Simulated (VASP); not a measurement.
Runs of VASP 6.6.1 on NbAs. The structure is that of space group F-43m (No. 216), or close to it. The cells are those of the table. 

| task | cell | k mesh for the DOS | occupations for the DOS | gap on the mesh (eV) | pressure (GPa) |
| --- | --- | --- | --- | --- | --- |
| single point | a = 3.823 Å, angles 60.0°, 2 atoms | - | - | none | (a) |
| single point | a = 4.088 Å, angles 60.0°, 2 atoms | - | - | none | (b) |
| single point | a = 4.006 Å, angles 60.0°, 2 atoms | - | - | none | 4.7 |
| single point | a = 4.069 Å, angles 60.0°, 2 atoms | - | - | none | -0.4 |
| single point | a = 3.970 Å, angles 60.0°, 2 atoms | - | - | none | 8.2 |
| single point | a = 4.034 Å, angles 60.0°, 2 atoms | - | - | none | 2.3 |
| single point | a = 4.115 Å, angles 60.0°, 2 atoms | - | - | none | -3.5 |

Alike in all rows: level PBEsol; potentials or basis VASP PAW PBE potentials, release 64 (Nb_sv, As); no spin polarisation; k mesh 10 × 10 × 10; cutoff (eV) 520; smearing gaussian 0.05 eV.

Estimate the missing entries.

(a) 27.3; (b) -1.8.

Caveats: the PAW data sets were made with another functional, which shifts forces and pressure a little.

A k mesh can miss the band edges, and the runs leave out spin-orbit coupling on As, Nb.

A gap of «none» marks levels without a gap at the run's occupations.
